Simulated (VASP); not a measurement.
# Re (Immm) in VASP: a series of runs

Re is run at these levels: PBEsol; tasks: single point.

Program: VASP 6.6.1. These are calculated values, not measurements. Logs are shortened: lines on timing, memory, paths and dates and some standing lists are left out, and cuts for length are marked.

### 1 The cell of the first run

The structure is orthorhombic, space group Immm (No. 71). The conventional cell has a = 2.688 Å, b = 2.898 Å, c = 3.950 Å, α = 90.00°, β = 90.00°, γ = 90.00°. Within 3.5 Å of Re (site symmetry mmm) lie 12 Re at 2.69 to 2.90 Å.

### 2 Single point, PBEsol (strain +0.0750 x Voigt [0, 0, 0, 0, 0, 1])

Input file INCAR:

```
SYSTEM = Re
PREC     = Accurate       ! precision mode
ENCUT    = 520            ! plane-wave cutoff, eV
EDIFF    = 1E-6           ! SCF threshold, eV
ISMEAR   = 0              ! smearing method
SIGMA    = 0.15           ! smearing width, eV
LREAL    = .False.        ! projectors in reciprocal space
LASPH    = .True.         ! aspherical terms in the spheres
NELM     = 80             ! most SCF steps
ALGO     = Fast           ! electronic algorithm
ISIF     = 2              ! what is computed and relaxed
LWAVE    = .False.        ! write WAVECAR
LCHARG   = .False.        ! write CHGCAR
GGA      = PS             ! functional
NBANDS   = 10             ! bands
```

Input file KPOINTS:

```
regular mesh
0
Gamma
  20 20 20
  0 0 0
```

Input file POSCAR:

```
Re
1.0
    0.0740625000      1.9750000000      1.9750000000
    1.9750000000      0.0740625000      1.9750000000
    2.0490625000      2.0490625000      0.0000000000
Re
1
Direct
    0.0000000000      0.0000000000      0.0000000000
```

Potentials or basis: VASP PAW PBE potentials, release 64 (Re).

Launch:

```bash
$ cat potpaw_PBE.64/Re/POTCAR > POTCAR
$ mpirun -np 1 vasp_std > vasp.out
```

OUTCAR:

```text
SYSTEM = Re
   PREC = Accurate
   ENCUT = 520
   EDIFF = 1E-6
   ISMEAR = 0
   LREAL = .False.
   LASPH = .True.
   NELM = 80
   ISIF = 2
   GGA = PS

 ion  position               nearest neighbor table
   1  0.000  0.000  0.000-

  LATTYP: Found a body centered orthorhombic cell.
 ALAT       =     2.6883315937
 B/A-ratio  =     1.0779220779
 C/A-ratio  =     1.4693127921

  Lattice vectors:

 A1 = (   1.9750000000,   0.0740625000,  -1.9750000000)
 A2 = (  -1.9750000000,  -0.0740625000,  -1.9750000000)
 A3 = (   0.0740625000,   1.9750000000,   1.9750000000)

Analysis of symmetry for initial positions (statically):
=====================================================================
 Subroutine PRICEL returns:
 Original cell was already a primitive cell.

 Routine SETGRP: Setting up the symmetry group for a
 body centered orthorhombic supercell.

 Subroutine GETGRP returns: Found  8 space group operations
 (whereof  8 operations were pure point group operations)
 out of a pool of  8 trial point group operations.

The static configuration has the point symmetry D_2h.

Analysis of symmetry for dynamics (positions and initial velocities):
=====================================================================
 Subroutine PRICEL returns:
 Original cell was already a primitive cell.

 Routine SETGRP: Setting up the symmetry group for a
 body centered orthorhombic supercell.

 Subroutine GETGRP returns: Found  8 space group operations
 (whereof  8 operations were pure point group operations)
 out of a pool of  8 trial point group operations.

The dynamic configuration has the point symmetry D_2h.

 Subroutine INISYM returns: Found  8 space group operations
 (whereof  8 operations are pure point group operations),
 and found     1 'primitive' translations

----------------------------------------------------------------------------------------

                                     Primitive cell

  volume of cell :      15.3858

  direct lattice vectors                    reciprocal lattice vectors
     0.074062500  1.975000000  1.975000000    -0.263028111  0.263028111  0.253164557
     1.975000000  0.074062500  1.975000000     0.263028111 -0.263028111  0.253164557
     2.049062500  2.049062500  0.000000000     0.244014031  0.244014031 -0.253164557

  length of vectors
     2.794053552  2.794053552  2.897811978     0.449955406  0.449955406  0.427992976

  position of ions in fractional coordinates (direct lattice)
     0.000000000  0.000000000  0.000000000

  ion indices of the primitive-cell ions
   primitive index   ion index
                 1           1

----------------------------------------------------------------------------------------

 KPOINTS: regular mesh

Automatic generation of k-mesh.
 Grid dimensions read from file:
 generate k-points for:   20   20   20

 Generating k-lattice:

  Cartesian coordinates                     Fractional coordinates (reciprocal lattice)
    -0.013151406  0.013151406  0.012658228     0.050000000  0.000000000  0.000000000
     0.013151406 -0.013151406  0.012658228     0.000000000  0.050000000  0.000000000
     0.012200702  0.012200702 -0.012658228    -0.000000000 -0.000000000  0.050000000

  Length of vectors
     0.022497770  0.022497770  0.021399649

  Shift w.r.t. Gamma in fractional coordinates (k-lattice)
     0.000000000  0.000000000  0.000000000

 Subroutine IBZKPT returns following result:
 ===========================================

 Found   1166 irreducible k-points:

 Following reciprocal coordinates:
            Coordinates               Weight
  0.000000  0.000000  0.000000      1.000000
  0.050000  0.000000  0.000000      4.000000
  0.100000  0.000000  0.000000      4.000000
  0.150000  0.000000  0.000000      4.000000
  0.200000  0.000000  0.000000      4.000000
  0.250000 -0.000000  0.000000      4.000000
[... 16 lines left out ...]
 -0.400000  0.050000  0.000000      4.000000
 -0.350000  0.050000  0.000000      4.000000
 [... further k-points ...]
   k-points           NKPTS =   1166   k-points in BZ     NKDIM =   1166   number of bands    NBANDS=     10
   number of dos      NEDOS =    301   number of ions     NIONS =      1
   total plane-waves  NPLWV =  13824
   dimension x,y,z NGX =    24 NGY =   24 NGZ =   24
   dimension x,y,z NGXF=    48 NGYF=   48 NGZF=   48
   ions per type =               1
   NGX,Y,Z   is equivalent  to a cutoff of  14.28, 14.28, 13.77 a.u.
   NGXF,Y,Z  is equivalent  to a cutoff of  28.56, 28.56, 27.54 a.u.
 SYSTEM =  Re
   PREC   = accura    normal or accurate (medium, high low for compatibility)
   ISTART =      0    job   : 0-new  1-cont  2-samecut
   ICHARG =      2    charge: 1-file 2-atom 10-const
   ISPIN  =      1    spin polarized calculation?
   LNONCOLLINEAR =      F non collinear calculations
   LSORBIT =      F    spin-orbit coupling
   LASPH  =      T    aspherical Exc in radial PAW
   ENCUT  =  520.0 eV  38.22 Ry    6.18 a.u.   5.20  5.20  5.39*2*pi/ulx,y,z
   NELM   =     80;   NELMIN=  2; NELMDL= -5     # of ELM steps
   EDIFF  = 0.1E-05   stopping-criterion for ELM
   LREAL  =      F    real-space projection
[... 7 lines left out ...]
   TEBEG  =    0.0;   TEEND  =   0.0 temperature during run
   PSTRESS=    0.0 pullay stress
   NELECT =       7.0000    total number of electrons
   NUPDOWN=      -1.0000    fix difference up-down
   EMIN   =  10.00;   EMAX   =-10.00  energy-range for DOS
   EFERMI =   0.00;   METHOD = LEGACY
   ISMEAR =     0;   SIGMA  =   0.15  broadening in eV -4-tet -1-fermi 0-gaus
   EFERMI_NEDOS =   21; number of points for ismear=-14 and -15
   IALGO  =     68    algorithm
   IMIX   =      4    mixing-type and parameters
     AMIX     =   0.40;   BMIX     =  1.00
     AMIX_MAG =   1.60;   BMIX_MAG =  1.00
  volume/ion in A,a.u.               =      15.39       103.83
  Fermi-wavevector in a.u.,A,eV,Ry     =   1.259121  2.379394 21.570482  1.585386
  Thomas-Fermi vector in A             =   2.392697
   LORBIT       =      0    0 simple, 1 ext, 2 COOP (PROOUT), +10 PAW based schemes
   GGA     = PS    functional components
   LHFCALC =     F    Hartree Fock is set to
   AEXX    =    0.0000 exact exchange contribution
   IVDW    =     0    specifies the selected vdW correction
   LEPSILON=     F    determine dielectric tensor
   LRPA    =     F    only Hartree local field effects (RPA)
 non-spin polarized calculation
 RMM-DIIS sequential band-by-band and
 Gauss-broadening in eV      SIGMA  =   0.15
  energy-cutoff  :      520.00
  volume of cell :       15.39
 maximum number of plane-waves:       426
 NGX is ok and might be reduce to    24
   NGX = 11   NGY = 11   NGZ = 11

 number of electron       7.0000000 magnetization

 Free energy of the ion-electron system (eV)
  ---------------------------------------------------
  ext. energy  EPLUGINS =         0.00000000
  ---------------------------------------------------
  free energy    TOTEN  =       -13.20726401 eV

  energy without entropy =      -13.19650790  energy(sigma->0) =      -13.20188596

 E-fermi :   7.4719     XC(G=0): -13.5722

 val. band max:        7.4715283544   @ k =   0.3500   0.1000   0.2000
 cond. band min:       7.4718757480   @ k =   0.2500   0.2500   0.1000
 fundamental gap:      0.0003473935
 Fermi energy:         7.4718635262

 k-point     1 :       0.0000    0.0000    0.0000
  band No.  band energies     occupation
      1      -2.4052      2.00000
      2       5.0043      2.00000
      3       5.4754      2.00000
      4       6.3419      2.00000
      5       8.6960      0.00000
      6       8.7026      0.00000
      7      21.2974      0.00000
      8      25.7043      0.00000
      9      26.8120      0.00000
     10      27.8941      0.00000

 k-point     2 :       0.0500    0.0000    0.0000
  band No.  band energies     occupation
      1      -2.2868      2.00000
      2       5.0622      2.00000
      3       5.5119      2.00000
      4       6.2872      2.00000
      5       8.6287      0.00000
      6       8.6449      0.00000
      7      21.5345      0.00000
      8      25.9354      0.00000
      9      26.5403      0.00000
     10      27.5791      0.00000

 k-point     3 :       0.1000    0.0000    0.0000
  band No.  band energies     occupation
      1      -1.9416      2.00000
      2       5.2206      2.00000
      3       5.5286      2.00000
      4       6.2347      2.00000
      5       8.4584      0.00000
      6       8.4967      0.00000
      7      22.1743      0.00000
      8      25.4029      0.00000
      9      26.6057      0.00000
     10      27.9687      0.00000

 k-point     4 :       0.1500    0.0000    0.0000
  band No.  band energies     occupation
      1      -1.4014      2.00000
      2       5.3549      2.00000
      3       5.4267      2.00000
      4       6.3836      2.00000
      5       8.2776      0.00000
      6       8.3396      0.00000
      7      22.7973      0.00000
      8      24.4727      0.00000
      9      27.6535      0.00000
     10      28.8475      0.00000

 k-point     5 :       0.2000    0.0000    0.0000
  band No.  band energies     occupation
      1      -0.7302      2.00000
      2       5.1197      2.00000
      3       5.5774      2.00000
      4       6.5784      2.00000
      5       8.2318      0.00000
      6       8.3433      0.00000
      7      22.2361      0.00000
      8      24.9224      0.00000
      9      28.9844      0.00000
     10      29.9742      0.00000

 k-point     6 :       0.2500   -0.0000    0.0000
  band No.  band energies     occupation
      1      -0.0399      2.00000
      2       5.0355      2.00000
      3       5.5680      2.00000
      4       6.5752      2.00000
      5       8.4533      0.00000
      6       8.6952      0.00000
      7      21.2177      0.00000
      8      25.4345      0.00000
      9      30.4569      0.00000
     10      31.4466      0.00000
[... 183 lines left out ...]
 k-point    21 :       0.5000    0.0500    0.0000
  band No.  band energies     occupation
      1       1.0381      2.00000
      2       4.9233      2.00000
      3       5.6692      2.00000
      4       7.7646      0.00579
      5      10.7855      0.00000
      6      11.6608      0.00000
      7      17.3280      0.00000
      8      20.8360      0.00000
      9      25.9026      0.00000
     10      27.3639      0.00000

 k-point    22 :      -0.4500    0.0500    0.0000
  band No.  band energies     occupation
      1       1.0421      2.00000
      2       4.9173      2.00000
      3       5.7176      2.00000
      4       7.5896      0.26695
      5      10.5600      0.00000
      6      11.8594      0.00000
      7      17.4790      0.00000
      8      20.8743      0.00000
      9      26.2913      0.00000
     10      27.1390      0.00000

 k-point    23 :      -0.4000    0.0500    0.0000
  band No.  band energies     occupation
      1       1.0437      2.00000
      2       5.0023      2.00000
      3       5.8510      2.00000
      4       6.8753      2.00000
      5      10.0533      0.00000
      6      11.6065      0.00000
      7      18.2341      0.00000
      8      21.4580      0.00000
      9      27.2810      0.00000
     10      27.5966      0.00000

 k-point    24 :      -0.3500    0.0500    0.0000
  band No.  band energies     occupation
      1       0.9859      2.00000
      2       5.1689      2.00000
      3       5.9873      2.00000
      4       6.0572      2.00000
      5       9.3859      0.00000
      6      10.9901      0.00000
      7      19.1729      0.00000
      8      22.6593      0.00000
      9      28.6035      0.00000
     10      28.7574      0.00000

 [... further k-points ...]

------------------------ aborting loop because EDIFF is reached ----------------------------------------

  FORCE on cell =-STRESS in cart. coord.  units (eV):
  Direction    XX          YY          ZZ          XY          YZ          ZX
  --------------------------------------------------------------------------------------
  -------------------------------------------------------------------------------------
  Total       -1.5821196     -1.5821196     -1.7345728     -1.4082066     -0.0000000     -0.0000000
  in kB     -164.7516408   -164.7516408   -180.6271265   -146.6414777     -0.0000000     -0.0000000
  external PRESSURE =    -170.0434694 kB  Pullay stress =       0.0000000 kB

 VOLUME and BASIS-vectors are now :
 -----------------------------------------------------------------------------
  energy-cutoff  :      520.00
  volume of cell :       15.39
      direct lattice vectors                 reciprocal lattice vectors
     0.074062500  1.975000000  1.975000000    -0.263028111  0.263028111  0.253164557
     1.975000000  0.074062500  1.975000000     0.263028111 -0.263028111  0.253164557
     2.049062500  2.049062500  0.000000000     0.244014031  0.244014031 -0.253164557

 POSITION                                       TOTAL-FORCE (eV/Angst)
 -----------------------------------------------------------------------------------
      0.00000      0.00000      0.00000        -0.000000     -0.000000      0.000000
 -----------------------------------------------------------------------------------
    total drift:                               -0.000000      0.000000     -0.000000

  FREE ENERGIE OF THE ION-ELECTRON SYSTEM (eV)
  ---------------------------------------------------
  free  energy   TOTEN  =       -13.2072640060 eV

  energy  without entropy=      -13.1965079047  energy(sigma->0) =      -13.20188596
```

It took 69 s on 1 thread of Intel Xeon 6975P-C (Granite Rapids), shared host; peak memory 0.3 GiB.

What came out:

```
Free energy            : -13.2073 eV
Pressure               : -17.0 GPa
Band gap on the k mesh : zero (an odd number of electrons rules out a gap without spin polarisation)
```

Stress tensor (GPa, compression positive):
```
-16.48 -14.66   0.00
-14.66 -16.48   0.00
  0.00   0.00 -18.06
```

Caveat: the cell differs from its parent crystal (strain +0.0750 x Voigt [0, 0, 0, 0, 0, 1]); the cell stands under tension; the PAW data sets were made with another functional, which shifts forces and pressure a little; spin-orbit coupling is left out, which moves the levels of the heavy elements.

(Part 1 of 2 ends here.)
